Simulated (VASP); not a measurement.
# MgB2H8 (F222) in VASP: electric field gradients with r2SCAN

Aim: the electric field gradients of MgB2H8 with r2SCAN.

All numbers are computed with VASP 6.6.1; they aren't measurements. Logs are shortened: lines on timing, memory, paths and dates and some standing lists are left out, and cuts for length are marked.

### 1 The cell of the first run

Symmetry: F222, No. 22, orthorhombic system. The conventional cell has a = 10.138 Å, b = 11.158 Å, c = 11.730 Å, α = 90.00°, β = 90.00°, γ = 90.00°. Mg (site symmetry 222) has 8 H at 2.01 to 2.05 Å and 4 B at 2.41 Å within 2.7 Å. Within 2.7 Å of Mg (site symmetry 222) lie 8 H at 2.04 to 2.06 Å and 4 B at 2.40 Å. B (site symmetry 1) has 4 H at 1.22 Å within 1.6 Å. Within 1.6 Å of H (site symmetry 1) lie 1 B at 1.22 Å. H (site symmetry 1) has 1 B at 1.22 Å within 1.6 Å. H (site symmetry 1) has 1 B at 1.22 Å within 1.6 Å. Within 1.6 Å of H (site symmetry 1) lie 1 B at 1.22 Å.

### 2 Electric field gradients, r2SCAN

POSCAR reads:

```
MgB2H8
1.0
    0.0000000000      5.5792138200      5.8649906700
    5.0691674500      0.0000000000      5.8649906700
    5.0691674500      5.5792138200      0.0000000000
Mg B H
2 4 16
Direct
    0.2500000000      0.2500000000      0.2500000000
    0.0000000000      0.0000000000      0.0000000000
    0.1420038000      0.6204927400      0.0828185400
    0.6204927400      0.1420038000      0.1546849200
    0.1546849200      0.0828185400      0.6204927400
    0.0828185400      0.1546849200      0.1420038000
    0.2377503400      0.7127988100      0.0568810300
    0.7127988100      0.2377503400      0.9925698200
    0.9925698200      0.0568810300      0.7127988100
    0.0568810300      0.9925698200      0.2377503400
    0.0695962600      0.5540821400      0.2732008100
    0.5540821400      0.0695962600      0.1031207900
    0.1031207900      0.2732008100      0.5540821400
    0.2732008100      0.1031207900      0.0695962600
    0.9936461000      0.7296285900      0.0216542100
    0.7296285900      0.9936461000      0.2550711000
    0.2550711000      0.0216542100      0.7296285900
    0.0216542100      0.2550711000      0.9936461000
    0.2675933700      0.4852039400      0.9797838900
    0.4852039400      0.2675933700      0.2674188000
    0.2674188000      0.9797838900      0.4852039400
    0.9797838900      0.2674188000      0.2675933700
```

INCAR.step1 reads:

```
PREC = Accurate
ENCUT = 520
ISMEAR = -1
SIGMA = 0.02
LREAL = Auto
LASPH = True
NELM = 100
NBANDS = 33
GGA = PE
ALGO = Normal
EDIFF = 1E-4
LWAVE = True
LCHARG = False
```

INCAR.step2 reads:

```
PREC = Accurate
ENCUT = 520
EDIFF = 1E-8
ISMEAR = -1
SIGMA = 0.02
LREAL = Auto
LASPH = True
NELM = 100
ALGO = Normal
ISIF = 2
LWAVE = False
LCHARG = False
METAGGA = R2SCAN
LMIXTAU = True
LEFG = True
NBANDS = 33
ISTART = 1
```

KPOINTS reads:

```
regular mesh
0
Gamma
  4 4 4
```

Potentials or basis: VASP PAW PBE potentials, release 64 (Mg, B, H).

Command:

```sh
cat potpaw_PBE.64/Mg/POTCAR potpaw_PBE.64/B/POTCAR potpaw_PBE.64/H/POTCAR > POTCAR
cp INCAR.step1 INCAR
mpirun -np 1 vasp_std > vasp.out
cp INCAR.step2 INCAR
mpirun -np 1 vasp_std > vasp.out
```

OUTCAR:

```text
PREC = Accurate
   ENCUT = 520
   EDIFF = 1E-8
   ISMEAR = -1
   LREAL = Auto
   LASPH = True
   NELM = 100
   ISIF = 2
   METAGGA = R2SCAN
   ISTART = 1

 ion  position               nearest neighbor table
   1  0.250  0.250  0.250-  13 2.01  11 2.01  12 2.01  14 2.01  19 2.05  20 2.05  21 2.05  22 2.05
                             3 2.41   4 2.41   5 2.41   6 2.41
   2  0.000  0.000  0.000-   9 2.04   8 2.04   7 2.04  10 2.04  15 2.06  16 2.06  17 2.06  18 2.06
                             4 2.40   6 2.40   5 2.40   3 2.40
   3  0.142  0.620  0.083-  15 1.22  19 1.22   7 1.22  11 1.22   2 2.40   1 2.41
   4  0.620  0.142  0.155-  16 1.22  20 1.22   8 1.22  12 1.22   2 2.40   1 2.41
   5  0.155  0.083  0.620-  17 1.22  21 1.22   9 1.22  13 1.22   2 2.40   1 2.41
   6  0.083  0.155  0.142-  18 1.22  22 1.22  10 1.22  14 1.22   2 2.40   1 2.41
   7  0.238  0.713  0.057-   3 1.22   2 2.04
   8  0.713  0.238  0.993-   4 1.22   2 2.04
   9  0.993  0.057  0.713-   5 1.22   2 2.04
  10  0.057  0.993  0.238-   6 1.22   2 2.04
  11  0.070  0.554  0.273-   3 1.22   1 2.01
  12  0.554  0.070  0.103-   4 1.22   1 2.01
[... 8 lines left out ...]
  21  0.267  0.980  0.485-   5 1.22   1 2.05
  22  0.980  0.267  0.268-   6 1.22   1 2.05

  LATTYP: Found a face centered orthorhombic cell.
 ALAT       =    10.1383349000
 B/A-ratio  =     1.1006173844
 C/A-ratio  =     1.1569928845

  Lattice vectors:

 A1 = (   0.0000000000,   5.5792138200,   5.8649906700)
 A2 = (   5.0691674500,   0.0000000000,   5.8649906700)
 A3 = (   5.0691674500,   5.5792138200,   0.0000000000)

Analysis of symmetry for initial positions (statically):
=====================================================================
 Subroutine PRICEL returns:
 Original cell was already a primitive cell.

 Routine SETGRP: Setting up the symmetry group for a
 face centered orthorhombic supercell.

 Subroutine GETGRP returns: Found  4 space group operations
 (whereof  4 operations were pure point group operations)
 out of a pool of  8 trial point group operations.

The static configuration has the point symmetry D_2 .

Analysis of symmetry for dynamics (positions and initial velocities):
=====================================================================
 Subroutine PRICEL returns:
 Original cell was already a primitive cell.

[... 756 lines left out ...]
  Direction    XX          YY          ZZ          XY          YZ          ZX
  --------------------------------------------------------------------------------------
  -------------------------------------------------------------------------------------
  Total        0.0861031      0.1092466      0.1588558      0.0000000      0.0000000      0.0000000
  in kB        0.4158362      0.5276083      0.7671965      0.0000000      0.0000000      0.0000000
  external PRESSURE =       0.5702137 kB  Pullay stress =       0.0000000 kB

 VOLUME and BASIS-vectors are now :
 -----------------------------------------------------------------------------
  energy-cutoff  :      520.00
  volume of cell :      331.75
      direct lattice vectors                 reciprocal lattice vectors
     0.000000000  5.579213820  5.864990670    -0.098635526  0.089618361  0.085251628
     5.069167450  0.000000000  5.864990670     0.098635526 -0.089618361  0.085251628
     5.069167450  5.579213820  0.000000000     0.098635526  0.089618361 -0.085251628

 POSITION                                       TOTAL-FORCE (eV/Angst)
 -----------------------------------------------------------------------------------
      2.53458      2.78961      2.93250         0.000000      0.000000      0.000000
      0.00000      0.00000      0.00000         0.000000      0.000000      0.000000
      3.56520      1.25433      4.47204        -0.002919      0.000948      0.005437
      1.50396      4.32488      4.47204         0.002919     -0.000948      0.005437
      3.56520      4.32488      1.39296        -0.002919     -0.000948     -0.005437
      1.50396      1.25433      1.39296         0.002919      0.000948     -0.005437
[... 14 lines left out ...]
      7.42627      4.19904      7.31483        -0.057152      0.007197     -0.005717
      2.71207      6.95938      7.31483         0.057152     -0.007197     -0.005717
 -----------------------------------------------------------------------------------
    total drift:                                0.000581      0.000802      0.000055

  FREE ENERGIE OF THE ION-ELECTRON SYSTEM (eV)
  ---------------------------------------------------
  free  energy   TOTEN  =       -98.5112047472 eV

  energy  without entropy=      -98.5112047472  energy(sigma->0) =      -98.51120475

 Electric field gradients (V/A^2)
---------------------------------------------------------------------
 ion       V_xx      V_yy      V_zz      V_xy      V_xz      V_yz
---------------------------------------------------------------------
   1       4.068    -2.583    -1.484    -0.000    -0.000     0.000
   2      -4.900     2.684     2.215     0.000    -0.000    -0.000
   3      -0.693    -0.146     0.839    -0.144     0.471    -2.028
   4      -0.693    -0.146     0.839    -0.144    -0.471     2.028
   5      -0.693    -0.146     0.839     0.144    -0.471    -2.028
   6      -0.694    -0.146     0.839     0.144     0.471     2.028
[... 14 lines left out ...]
  21      17.064    -8.478    -8.585     3.681    -2.111    -2.277
  22      17.063    -8.478    -8.584     3.682     2.110     2.276
---------------------------------------------------------------------

 Electric field gradients after diagonalization (V/A^2)
 (convention: |V_zz| > |V_xx| > |V_yy|)
----------------------------------------------------------------------
 ion       V_xx      V_yy      V_zz     asymmetry (V_yy - V_xx)/ V_zz
----------------------------------------------------------------------
   1      -2.583    -1.484     4.068       0.270
   2       2.684     2.215    -4.900       0.096
   3      -1.771    -0.729     2.500       0.417
   4      -1.771    -0.729     2.500       0.417
   5      -1.771    -0.729     2.500       0.417
   6      -1.771    -0.729     2.500       0.417
[... 14 lines left out ...]
  21     -10.856    -6.948    17.804       0.219
  22     -10.854    -6.950    17.804       0.219
----------------------------------------------------------------------

           NMR quadrupolar parameters

 Cq : quadrupolar parameter    Cq=e*Q*V_zz/h
 eta: asymmetry parameters     (V_yy - V_xx)/ V_zz
 Q  : nuclear electric quadrupole moment in mb (millibarn)
----------------------------------------------------------------------
 ion       Cq(MHz)       eta       Q (mb)
----------------------------------------------------------------------
   1       0.010       0.270       1.000
   2      -0.012       0.096       1.000
   3       0.006       0.417       1.000
   4       0.006       0.417       1.000
   5       0.006       0.417       1.000
   6       0.006       0.417       1.000
[... 14 lines left out ...]
  21       0.043       0.219       1.000
  22       0.043       0.219       1.000
----------------------------------------------------------------------
```

OUTCAR.step1:

```text
PREC = Accurate
   ENCUT = 520
   ISMEAR = -1
   LREAL = Auto
   LASPH = True
[... 838 lines left out ...]
      3.56520      4.32488      1.39296         0.009991     -0.008830      0.000586
      1.50396      1.25433      1.39296        -0.009991      0.008830      0.000586
[... 14 lines left out ...]
      7.42627      4.19904      7.31483        -0.177445      0.034002     -0.042037
      2.71207      6.95938      7.31483         0.177445     -0.034002     -0.042037
 -----------------------------------------------------------------------------------
    total drift:                               -0.000000     -0.000006      0.000004

  FREE ENERGIE OF THE ION-ELECTRON SYSTEM (eV)
  ---------------------------------------------------
  free  energy   TOTEN  =       -88.9601148950 eV

  energy  without entropy=      -88.9601148950  energy(sigma->0) =      -88.96011489
```

OSZICAR.step1:

```text
N       E                     dE             d eps       ncg     rms          rms(c)
DAV:   1     0.766647198721E+02    0.76665E+02   -0.10935E+04  1188   0.725E+02
DAV:   2    -0.874194758448E+02   -0.16408E+03   -0.15826E+03  1552   0.149E+02
DAV:   3    -0.100835595222E+03   -0.13416E+02   -0.13356E+02  1598   0.440E+01
DAV:   4    -0.101008848203E+03   -0.17325E+00   -0.17313E+00  1520   0.566E+00
DAV:   5    -0.101012437634E+03   -0.35894E-02   -0.35890E-02  1615   0.774E-01    0.156E+01
DAV:   6    -0.912847881641E+02    0.97276E+01   -0.10658E+01  1353   0.121E+01    0.793E+00
DAV:   7    -0.891461177941E+02    0.21387E+01   -0.52819E+00  1468   0.784E+00    0.289E+00
DAV:   8    -0.889564959626E+02    0.18962E+00   -0.51779E-01  1519   0.303E+00    0.564E-01
DAV:   9    -0.889460313223E+02    0.10465E-01   -0.61697E-02  1443   0.102E+00    0.303E-01
DAV:  10    -0.889583271500E+02   -0.12296E-01   -0.17179E-02  1315   0.479E-01    0.161E-01
DAV:  11    -0.889593003530E+02   -0.97320E-03   -0.16953E-03  1438   0.188E-01    0.634E-02
DAV:  12    -0.889601216866E+02   -0.82133E-03   -0.86946E-04  1253   0.142E-01    0.202E-02
DAV:  13    -0.889601148950E+02    0.67916E-05   -0.25266E-05  1183   0.305E-02
   1 F= -.88960115E+02 E0= -.88960115E+02  d E =-.188629E-10
```

It took 12 min on 1 thread of Intel Xeon Platinum 8559C (Emerald Rapids), shared host; peak memory 0.59 GiB.

Results:

```
Free energy            : -98.5112 eV
Pressure               : 0.1 GPa
Largest force          : 0.058 eV/Å
Band gap on the k mesh : 7.43 eV, indirect (the least direct gap lies 1.3 meV higher)
```

Forces on the atoms (eV/Å):
```
Mg   0.000  0.000  0.000
Mg   0.000  0.000  0.000
B   -0.003  0.001  0.005
B    0.003 -0.001  0.005
B   -0.003 -0.001 -0.005
B    0.003  0.001 -0.005
H   -0.003  0.022  0.047
H    0.003 -0.022  0.047
H   -0.003 -0.022 -0.047
H    0.003  0.022 -0.047
H    0.030  0.019 -0.028
H   -0.030 -0.019 -0.028
H    0.030 -0.019  0.028
H   -0.030  0.019  0.028
H   -0.007 -0.052 -0.018
H    0.007  0.052 -0.018
H   -0.007  0.052  0.018
H    0.007 -0.052  0.018
H   -0.057 -0.007  0.006
H    0.057  0.007  0.006
H   -0.057  0.007 -0.006
H    0.057 -0.007 -0.006
```

Electric field gradients, principal values (V/Å²):
```tsv
atom	least	middle	greatest (by size)
1 Mg	-1.484	-2.583	4.068
2 Mg	2.215	2.684	-4.900
3 B	-0.729	-1.771	2.500
4 B	-0.729	-1.771	2.500
5 B	-0.729	-1.771	2.500
6 B	-0.729	-1.771	2.500
7 H	-6.881	-10.756	17.637
8 H	-6.882	-10.756	17.639
9 H	-6.883	-10.755	17.638
10 H	-6.883	-10.754	17.638
11 H	-6.503	-10.760	17.263
12 H	-6.504	-10.759	17.262
13 H	-6.503	-10.760	17.264
14 H	-6.504	-10.758	17.263
15 H	-7.023	-10.742	17.764
16 H	-7.023	-10.742	17.765
17 H	-7.023	-10.741	17.764
18 H	-7.022	-10.742	17.764
19 H	-6.948	-10.857	17.805
20 H	-6.950	-10.855	17.805
21 H	-6.948	-10.856	17.804
22 H	-6.950	-10.854	17.804
```

Caveat: without QUAD_EFG the Cq values of the log hold for a quadrupole moment of 1 mb, not for the nuclei; the PAW data sets were made with another functional, which shifts forces and pressure a little. r2SCAN opens gaps a little over a GGA but as a rule still falls short of measured ones.
